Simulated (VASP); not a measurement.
# Y2Sn2O (P4/mmm) in VASP: notebook

The runs below take Y2Sn2O through single point, relaxation of cell and atoms, with PBE.

Program: VASP 6.6.1. These are calculated values, not measurements. Logs are shortened: lines on timing, memory, paths and dates and some standing lists are left out, and cuts for length are marked.

### Step 1. The cell of the first run

Symmetry: P4/mmm, No. 123, tetragonal system. Conventional cell: a = 5.457 Å, b = 5.457 Å, c = 5.508 Å, α = 90.00°, β = 90.00°, γ = 90.00°. Within 4.1 Å of Y (site symmetry mmm) lie 4 Sn at 3.08 Å and 4 Y at 3.86 Å and 4 O at 3.88 Å. Sn (site symmetry 4mm) has 2 Sn at 2.66 to 2.85 Å and 4 Y at 3.08 Å within 3.5 Å. Within 5.1 Å of O (site symmetry 4/mmm) lie 8 Y at 3.88 Å and 8 Sn at 4.08 Å.

The cell was built from a structure type or drawn by symmetry, and may not be a known phase.

### Step 2. Single point, PBE

Contents of INCAR:

```
SYSTEM = Y2Sn2O
PREC = Accurate
ENCUT = 520
EDIFF = 1E-6
ISMEAR = 0
SIGMA = 0.1
LREAL = .FALSE.
LASPH = .TRUE.
NELM = 100
ALGO = Normal
ISIF = 2
LWAVE = .FALSE.
LCHARG = .TRUE.
GGA = PE
LELF = .TRUE.
LVHAR = .TRUE.
NBANDS = 36
```

Contents of KPOINTS:

```
Automatic mesh
0
G
  4 4 4
  0 0 0
```

Contents of POSCAR:

```
Y2Sn2O
1.0
    5.4568467730      0.0000000000      0.0000000000
    0.0000000000      5.4568467730      0.0000000000
    0.0000000000      0.0000000000      5.5084355973
Y Sn O
2 2 1
Direct
    0.0000000000      0.5000000000      0.5000000000
    0.5000000000      0.0000000000      0.5000000000
    0.5000000000      0.5000000000      0.2416932076
    0.5000000000      0.5000000000      0.7583067924
    0.0000000000      0.0000000000      0.0000000000
```

Potentials or basis: VASP PAW PBE potentials, release 64 (Y_sv, Sn_d, O).

Command:

```bash
cat potpaw_PBE.64/Y_sv/POTCAR potpaw_PBE.64/Sn_d/POTCAR potpaw_PBE.64/O/POTCAR > POTCAR
mpirun -np 1 vasp_std > vasp.out
```

OUTCAR:

```text
SYSTEM = Y2Sn2O
   PREC = Accurate
   ENCUT = 520
   EDIFF = 1E-6
   ISMEAR = 0
   LREAL = .FALSE.
   LASPH = .TRUE.
   NELM = 100
   ISIF = 2
   GGA = PE

 ion  position               nearest neighbor table
   1  0.000  0.500  0.500-   3 3.08   4 3.08   3 3.08   4 3.08   2 3.86   2 3.86   2 3.86   2 3.86

   2  0.500  0.000  0.500-   3 3.08   4 3.08   3 3.08   4 3.08   1 3.86   1 3.86   1 3.86   1 3.86

   3  0.500  0.500  0.242-   4 2.66   4 2.85   2 3.08   1 3.08   2 3.08   1 3.08
   4  0.500  0.500  0.758-   3 2.66   3 2.85   1 3.08   2 3.08   2 3.08   1 3.08
   5  0.000  0.000  0.000-

  LATTYP: Found a simple tetragonal cell.
 ALAT       =     5.4568467730
 C/A-ratio  =     1.0094539624

  Lattice vectors:

 A1 = (   5.4568467730,   0.0000000000,   0.0000000000)
 A2 = (   0.0000000000,   5.4568467730,   0.0000000000)
 A3 = (   0.0000000000,   0.0000000000,   5.5084355973)

Analysis of symmetry for initial positions (statically):
=====================================================================
 Subroutine PRICEL returns:
 Original cell was already a primitive cell.

 Routine SETGRP: Setting up the symmetry group for a
 simple tetragonal supercell.

 Subroutine GETGRP returns: Found 16 space group operations
 (whereof 16 operations were pure point group operations)
 out of a pool of 16 trial point group operations.

The static configuration has the point symmetry D_4h.

Analysis of symmetry for dynamics (positions and initial velocities):
=====================================================================
 Subroutine PRICEL returns:
 Original cell was already a primitive cell.

 Routine SETGRP: Setting up the symmetry group for a
 simple tetragonal supercell.

 Subroutine GETGRP returns: Found 16 space group operations
 (whereof 16 operations were pure point group operations)
 out of a pool of 16 trial point group operations.

The dynamic configuration has the point symmetry D_4h.

 Subroutine INISYM returns: Found 16 space group operations
 (whereof 16 operations are pure point group operations),
 and found     1 'primitive' translations

----------------------------------------------------------------------------------------

                                     Primitive cell

  volume of cell :     164.0257

  direct lattice vectors                    reciprocal lattice vectors
     5.456846773  0.000000000  0.000000000     0.183256016  0.000000000  0.000000000
     0.000000000  5.456846773  0.000000000     0.000000000  0.183256016  0.000000000
     0.000000000  0.000000000  5.508435597     0.000000000  0.000000000  0.181539746

  length of vectors
     5.456846773  5.456846773  5.508435597     0.183256016  0.183256016  0.181539746

  position of ions in fractional coordinates (direct lattice)
     0.000000000  0.500000000  0.500000000
     0.500000000  0.000000000  0.500000000
     0.500000000  0.500000000  0.241693208
     0.500000000  0.500000000  0.758306792
     0.000000000  0.000000000  0.000000000

  ion indices of the primitive-cell ions
   primitive index   ion index
                 1           1
                 2           2
                 3           3
                 4           4
                 5           5

----------------------------------------------------------------------------------------

 KPOINTS: Automatic mesh

Automatic generation of k-mesh.
 Grid dimensions read from file:
 generate k-points for:    4    4    4

 Generating k-lattice:

  Cartesian coordinates                     Fractional coordinates (reciprocal lattice)
     0.045814004  0.000000000  0.000000000     0.250000000  0.000000000  0.000000000
     0.000000000  0.045814004  0.000000000     0.000000000  0.250000000  0.000000000
     0.000000000  0.000000000  0.045384937     0.000000000  0.000000000  0.250000000

  Length of vectors
     0.045814004  0.045814004  0.045384937

  Shift w.r.t. Gamma in fractional coordinates (k-lattice)
     0.000000000  0.000000000  0.000000000

 Subroutine IBZKPT returns following result:
 ===========================================

 Found     18 irreducible k-points:

 Following reciprocal coordinates:
            Coordinates               Weight
  0.000000  0.000000  0.000000      1.000000
  0.250000  0.000000  0.000000      4.000000
  0.500000  0.000000  0.000000      2.000000
  0.250000  0.250000  0.000000      4.000000
  0.500000  0.250000  0.000000      4.000000
  0.500000  0.500000  0.000000      1.000000
[... 10 lines left out ...]
  0.500000  0.250000  0.500000      4.000000
  0.500000  0.500000  0.500000      1.000000
   k-points           NKPTS =     18   k-points in BZ     NKDIM =     18   number of bands    NBANDS=     36
   number of dos      NEDOS =    301   number of ions     NIONS =      5
   total plane-waves  NPLWV =  74088
   dimension x,y,z NGX =    42 NGY =   42 NGZ =   42
   dimension x,y,z NGXF=    84 NGYF=   84 NGZF=   84
   ions per type =               2   2   1
   NGX,Y,Z   is equivalent  to a cutoff of  12.80, 12.80, 12.68 a.u.
   NGXF,Y,Z  is equivalent  to a cutoff of  25.59, 25.59, 25.35 a.u.
 SYSTEM =  Y2Sn2O
   PREC   = accura    normal or accurate (medium, high low for compatibility)
   ISTART =      0    job   : 0-new  1-cont  2-samecut
   ICHARG =      2    charge: 1-file 2-atom 10-const
   ISPIN  =      1    spin polarized calculation?
   LNONCOLLINEAR =      F non collinear calculations
   LSORBIT =      F    spin-orbit coupling
   LASPH  =      T    aspherical Exc in radial PAW
   ENCUT  =  520.0 eV  38.22 Ry    6.18 a.u.  10.15 10.15 10.24*2*pi/ulx,y,z
   NELM   =    100;   NELMIN=  2; NELMDL= -5     # of ELM steps
   EDIFF  = 0.1E-05   stopping-criterion for ELM
   LREAL  =      F    real-space projection
   EDIFFG = 0.1E-04   stopping-criterion for IOM
   NSW    =      0    number of steps for IOM
   IBRION =     -1    ionic relax: 0-MD 1-quasi-New 2-CG
   NFREE  =      0    steps in history (QN), initial steepest desc. (CG)
   ISIF   =      2    stress and relaxation
   ISYM   =      2    0-nonsym 1-usesym 2-fastsym
   POTIM  = 0.5000    time-step for ionic-motion
   TEBEG  =    0.0;   TEEND  =   0.0 temperature during run
   PSTRESS=    0.0 pullay stress
   NELECT =      56.0000    total number of electrons
   NUPDOWN=      -1.0000    fix difference up-down
   EMIN   =  10.00;   EMAX   =-10.00  energy-range for DOS
   EFERMI =   0.00;   METHOD = LEGACY
   ISMEAR =     0;   SIGMA  =   0.10  broadening in eV -4-tet -1-fermi 0-gaus
   EFERMI_NEDOS =   21; number of points for ismear=-14 and -15
   IALGO  =     38    algorithm
   IMIX   =      4    mixing-type and parameters
     AMIX     =   0.40;   BMIX     =  1.00
     AMIX_MAG =   1.60;   BMIX_MAG =  1.00
  volume/ion in A,a.u.               =      32.81       221.38
  Fermi-wavevector in a.u.,A,eV,Ry     =   1.144196  2.162216 17.812521  1.309183
  Thomas-Fermi vector in A             =   2.280888
   LORBIT       =      0    0 simple, 1 ext, 2 COOP (PROOUT), +10 PAW based schemes
   GGA     = PE    functional components
   LHFCALC =     F    Hartree Fock is set to
   AEXX    =    0.0000 exact exchange contribution
   IVDW    =     0    specifies the selected vdW correction
   LEPSILON=     F    determine dielectric tensor
   LRPA    =     F    only Hartree local field effects (RPA)
 non-spin polarized calculation
 Gauss-broadening in eV      SIGMA  =   0.10
  energy-cutoff  :      520.00
  volume of cell :      164.03
 maximum number of plane-waves:      4444
 NGX is ok and might be reduce to    42
   NGX = 21   NGY = 21   NGZ = 21

 number of electron      55.9999982 magnetization

 Free energy of the ion-electron system (eV)
  ---------------------------------------------------
  ext. energy  EPLUGINS =         0.00000000
  ---------------------------------------------------
  free energy    TOTEN  =       -23.83382665 eV

  energy without entropy =      -23.79949834  energy(sigma->0) =      -23.81666250

 E-fermi :   2.8310     XC(G=0):  -8.5404

 val. band max:        2.8277708128   @ k =   0.0000   0.0000   0.2500
 cond. band min:       2.8378062219   @ k =   0.5000   0.2500   0.2500
 fundamental gap:      0.0100354091
 Fermi energy:         2.8309608034

 k-point     1 :       0.0000    0.0000    0.0000
  band No.  band energies     occupation
      1     -40.7088      2.00000
      2     -40.6922      2.00000
      3     -20.7867      2.00000
      4     -20.7867      2.00000
      5     -20.7139      2.00000
      6     -20.6915      2.00000
[... 28 lines left out ...]
     35       5.2279      0.00000
     36       5.6634      0.00000

 k-point     2 :       0.2500    0.0000    0.0000
  band No.  band energies     occupation
      1     -40.7064      2.00000
      2     -40.6946      2.00000
      3     -20.7770      2.00000
      4     -20.7765      2.00000
      5     -20.7088      2.00000
      6     -20.6925      2.00000
[... 28 lines left out ...]
     35       5.3440      0.00000
     36       5.4824      0.00000

 k-point     3 :       0.5000    0.0000    0.0000
  band No.  band energies     occupation
      1     -40.7005      2.00000
      2     -40.7004      2.00000
      3     -20.7662      2.00000
      4     -20.7651      2.00000
      5     -20.7026      2.00000
      6     -20.6945      2.00000
[... 28 lines left out ...]
     35       4.8129      0.00000
     36       5.4209      0.00000
[... 508 lines left out ...]
 k-point    17 :       0.5000    0.2500    0.5000
  band No.  band energies     occupation
      1     -40.7004      2.00000
      2     -40.7004      2.00000
      3     -20.8187      2.00000
      4     -20.7130      2.00000
      5     -20.7001      2.00000
      6     -20.6959      2.00000
[... 28 lines left out ...]
     35       4.9705      0.00000
     36       5.6546      0.00000

 k-point    18 :       0.5000    0.5000    0.5000
  band No.  band energies     occupation
      1     -40.7003      2.00000
      2     -40.7003      2.00000
      3     -20.8409      2.00000
      4     -20.6958      2.00000
      5     -20.6958      2.00000
      6     -20.6914      2.00000
[... 28 lines left out ...]
     35       4.9463      0.00000
     36       5.0094      0.00000

------------------------ aborting loop because EDIFF is reached ----------------------------------------

  FORCE on cell =-STRESS in cart. coord.  units (eV):
  Direction    XX          YY          ZZ          XY          YZ          ZX
  --------------------------------------------------------------------------------------
  -------------------------------------------------------------------------------------
  Total       -0.0591840     -0.0591840      0.0173442      0.0000000     -0.0000000     -0.0000000
  in kB       -0.5781002     -0.5781002      0.1694152      0.0000000     -0.0000000     -0.0000000
  external PRESSURE =      -0.3289284 kB  Pullay stress =       0.0000000 kB

 VOLUME and BASIS-vectors are now :
 -----------------------------------------------------------------------------
  energy-cutoff  :      520.00
  volume of cell :      164.03
      direct lattice vectors                 reciprocal lattice vectors
     5.456846773  0.000000000  0.000000000     0.183256016  0.000000000  0.000000000
     0.000000000  5.456846773  0.000000000     0.000000000  0.183256016  0.000000000
     0.000000000  0.000000000  5.508435597     0.000000000  0.000000000  0.181539746

 POSITION                                       TOTAL-FORCE (eV/Angst)
 -----------------------------------------------------------------------------------
      0.00000      2.72842      2.75422         0.000000     -0.000000     -0.000000
      2.72842      0.00000      2.75422         0.000000     -0.000000     -0.000000
      2.72842      2.72842      1.33135        -0.000000      0.000000     -0.007459
      2.72842      2.72842      4.17708         0.000000      0.000000      0.007459
      0.00000      0.00000      0.00000         0.000000     -0.000000     -0.000000
 -----------------------------------------------------------------------------------
    total drift:                                0.000000      0.000000     -0.000000

  FREE ENERGIE OF THE ION-ELECTRON SYSTEM (eV)
  ---------------------------------------------------
  free  energy   TOTEN  =       -23.8338266542 eV

  energy  without entropy=      -23.7994983436  energy(sigma->0) =      -23.81666250
```

It took 2.2 min on 1 thread of Intel Xeon Platinum 8488C (Sapphire Rapids), shared host; peak memory 0.32 GiB.

Results:

| Property | Result |
| --- | --- |
| Free energy | -23.8338 eV |
| Pressure | 0.0 GPa |
| Largest force | 0.007 eV/Å |
| Band gap on the k mesh | zero (bands 28 and 29 overlap by 1.11 eV) |

Forces in eV/Å, atoms in the order of the input:
```
Y    0.000  0.000  0.000
Y    0.000  0.000  0.000
Sn   0.000  0.000 -0.007
Sn   0.000  0.000  0.007
O    0.000  0.000  0.000
```

Caveat: spin-orbit coupling is left out, which moves the levels of the heavy elements.

### Step 3. Relaxation of cell and atoms, PBE

This run uses another cell than the first one, of 24.70 Å³/atom.

Contents of INCAR:

```
PREC = Accurate ; ENCUT = 600
EDIFF = 1E-6 ; ISMEAR = 0
SIGMA = 0.1 ; LREAL = F
LASPH = T ; NELM = 100
ALGO = Normal ; ISIF = 3
LWAVE = F ; LCHARG = F
GGA = PE ; IBRION = 2
NSW = 90 ; EDIFFG = -0.04
```

Contents of KPOINTS:

```
Automatic mesh
0
Gamma
  4 4 4
```

Contents of POSCAR:

```
Y2Sn2O
1.0
    4.4987782700      0.0000000000      0.0000000000
    0.0000000000      4.4987782700      0.0000000000
    0.0000000000      0.0000000000      6.1024602700
Y Sn O
2 2 1
Direct
    0.0000000000      0.5000000000      0.5000000000
    0.5000000000      0.0000000000      0.5000000000
    0.5000000000      0.5000000000      0.2399999900
    0.5000000000      0.5000000000      0.7600000100
    0.0000000000      0.0000000000      0.0000000000
```

Potentials or basis: VASP PAW PBE potentials, release 64 (Y_sv, Sn_d, O).

Command:

```bash
cat potpaw_PBE.64/Y_sv/POTCAR potpaw_PBE.64/Sn_d/POTCAR potpaw_PBE.64/O/POTCAR > POTCAR
mpirun -np 1 vasp_std > vasp.out
```

It took 20 min on 1 thread of Intel Xeon Platinum 8488C (Sapphire Rapids), shared host; peak memory 0.31 GiB.

The run converged. Its results:

* Free energy: -23.8002 eV
* Relaxed volume: 32.62 Å³/atom
* Relaxed cell: a = 5.439 Å, b = 5.439 Å, c = 5.513 Å, α = 90.00°, β = 90.00°, γ = 90.00°
* Space group after relaxing (to 0.1 Å): P4/mmm (No. 123)
* Energy gained by relaxing: 643.3 meV/atom
* Ionic steps: 19
* Pressure after relaxing: 0.0 GPa
* Largest force after relaxing: 0.012 eV/Å
* Band gap on the k mesh: zero (bands 28 and 29 overlap by 1.12 eV)

Forces on the atoms (eV/Å):
```
Y    0.000  0.000  0.000
Y    0.000  0.000  0.000
Sn   0.000  0.000 -0.012
Sn   0.000  0.000  0.012
O    0.000  0.000  0.000
```

The path:
```
step  energy change (eV)  largest force (eV/Å)  pressure (GPa)  volume (Å³)
   1              0.0000                5.0415           18.63       123.51
   2             -2.1971                1.4507           -4.07       181.90
   3             -2.6212                0.1760           -0.69       160.35
   4             -2.6209                0.1021           -0.88       161.15
   5             -2.6960                0.6878           -0.03       158.61
   6             -2.7020                1.0275            0.29       157.76
   7             -2.7793                1.1270            0.58       157.21
   8             -3.0264                0.9969            1.64       155.10
   9             -2.5626                2.5287            5.80       148.78
  10             -3.0600                1.3018            2.11       154.16
  11             -3.0700                0.4167            3.54       151.71
  12             -3.1005                0.9131            2.86       152.80
  13             -3.1584                0.1985            2.22       155.38
  14             -3.1661                0.2422            1.86       156.82
  15             -3.1939                0.0873            1.18       158.91
  16             -3.2144                0.1396            0.12       162.49
  17             -3.2148                0.1710           -0.04       163.05
  18             -3.2161                0.0698           -0.03       163.08
  19             -3.2165                0.0119           -0.03       163.10
```

Final structure:
```
Y Sn O
1.0
     5.43900    0.00000    0.00000
     0.00000    5.43900    0.00000
     0.00000    0.00000    5.51347
Y Sn O
2 2 1
Direct
  0.00000 0.50000 0.50000
  0.50000 0.00000 0.50000
  0.50000 0.50000 0.24139
  0.50000 0.50000 0.75861
  0.00000 0.00000 0.00000
```

Levels at points of the mesh, in eV from the Fermi level:
```csv
k point,band 24,band 25,band 26,band 27,band 28,band 29,band 30,band 31,band 32,band 33
"(0.00, 0.00, 0.00)",-1.55,-0.93,-0.87,-0.60,-0.60,-0.24,-0.17,-0.17,1.42,1.78
"(0.50, 0.00, 0.00)",-1.64,-1.19,-0.78,-0.71,-0.38,0.36,0.90,1.19,1.23,1.83
"(0.50, 0.50, 0.00)",-2.90,-1.20,-0.58,-0.58,0.88,0.88,1.08,1.59,1.63,1.89
"(0.00, 0.00, 0.50)",-1.77,-0.26,-0.26,-0.21,-0.15,-0.15,0.30,1.22,2.34,2.51
"(0.50, 0.00, 0.50)",-0.97,-0.96,-0.88,-0.73,-0.62,0.74,1.05,1.08,1.48,1.78
"(0.50, 0.50, 0.50)",-1.47,-1.47,-1.29,0.48,0.48,0.68,0.77,1.28,1.28,2.12
```

Caveat: the volume moved by over 15 % at a fixed basis, so the end points are rough; spin-orbit coupling is left out, which moves the levels of the heavy elements.
